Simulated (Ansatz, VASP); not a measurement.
## One calculation of Ir, two programs

```
CELL_PARAMETERS angstrom
0.00000 1.91970 2.20765
1.91970 0.00000 2.20765
1.91970 1.91970 0.00000
ATOMIC_POSITIONS crystal
Ir 0.00000 0.00000 0.00000
```

Change from the starting cell: strain +0.1500 x Voigt [0, 0, 1, 0, 0, 0], atoms carried along.

Alike in both runs: task single point; functional r2SCAN; k mesh 22 × 22 × 22; occupations gaussian, width 0.15 eV; no spin polarisation.

```csv
,VASP,Ansatz
version,VASP 6.6.1,Ansatz 0.2.0
potentials or method,"VASP PAW PBE potentials, release 64 (Ir), cutoff 520 eV","scalar-relativistic, plane waves, PAW"
valence electrons in the cell,9,17
```

```tsv
	VASP	Ansatz	Ansatz less VASP
gap on the k mesh at the Fermi level (eV)	none	none	-
pressure (GPa)	-31.0	-32.3	-1.34
traceless stress, the component that is largest in VASP (GPa)	-22.25	-22.23	+0.018
```

VASP's potentials were made for PBE, not for r2SCAN. A gap of «none» marks a metal or a gap that the smearing closes. Both programs put the cell under strong tension, so it lies far from rest at this level. VASP's potentials hold 9 valence electrons a cell and Ansatz's 17, so a difference there can come from the potentials and not from the codes.

Neither program's run includes spin-orbit coupling. Noted on VASP's run: the cell as given lies far from equilibrium.
